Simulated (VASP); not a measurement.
## ScSi2: single point with r2SCAN+U

The system is ScSi2.

```
Sc Si
1.0
     4.11806    0.00000    0.00000
    -2.05903    3.56634    0.00000
     0.00000    0.00000    3.75895
Sc Si
1 2
Direct
  0.00000 0.00000 0.00000
  0.66667 0.33333 0.50000
  0.33333 0.66667 0.50000
```

* Program: VASP 6.6.1
* Task: single point
* Functional: r2SCAN
* Potentials or basis: VASP PAW PBE potentials, release 64 (Sc_sv, Si)
* Cutoff: 520 eV
* k mesh: 8 × 8 × 7
* Occupations: fermi-dirac, width 0.05 eV
* Spin: no spin polarisation
* Hubbard terms: Sc d U = 6.0 eV
* Dipole correction: no
* Further INCAR settings: ALGO = Normal; EDIFF = 1e-06; NBANDS = 16

| Quantity | Value |
| --- | --- |
| Pressure | -1.5 GPa |
| Band gap on the k mesh | zero (an odd number of electrons rules out a gap without spin polarisation) |

Stress tensor (GPa, compression positive):
```
-1.88  0.00  0.00
 0.00 -1.88  0.00
 0.00  0.00 -0.66
```

Levels at points of the mesh, in eV from the Fermi level:
```
           k point  band 7  band 8  band 9  band 10  band 11  band 12  band 13  band 14
(0.00, 0.00, 0.00)   -3.58   -2.21   -1.49    -0.68     0.38     0.38     2.23     2.23
(0.50, 0.00, 0.00)   -4.57   -2.71   -1.68     1.26     1.69     2.36     2.56     3.06
```

Eigenvalues of the final occupation matrices:
| site | spin | trace | eigenvalues |
| --- | --- | --- | --- |
| site 1 d | 1 | 0.36 | 0.05 0.06 0.06 0.09 0.09 |
| site 1 d | 2 | 0.36 | 0.05 0.06 0.06 0.09 0.09 |

Wall time 62 s on 1 thread of Intel(R) Xeon(R) Platinum 8488C (Sapphire Rapids), on a shared host, peak memory 0.19 GiB.

Caveat: the PAW data sets were made with another functional, which shifts forces and pressure a little; an odd number of electrons without spin polarisation forces a metal; a magnetic or distorted state may lie lower; U without spin polarisation on a metal has little footing; the U is typed as a test and isn't derived for this compound.
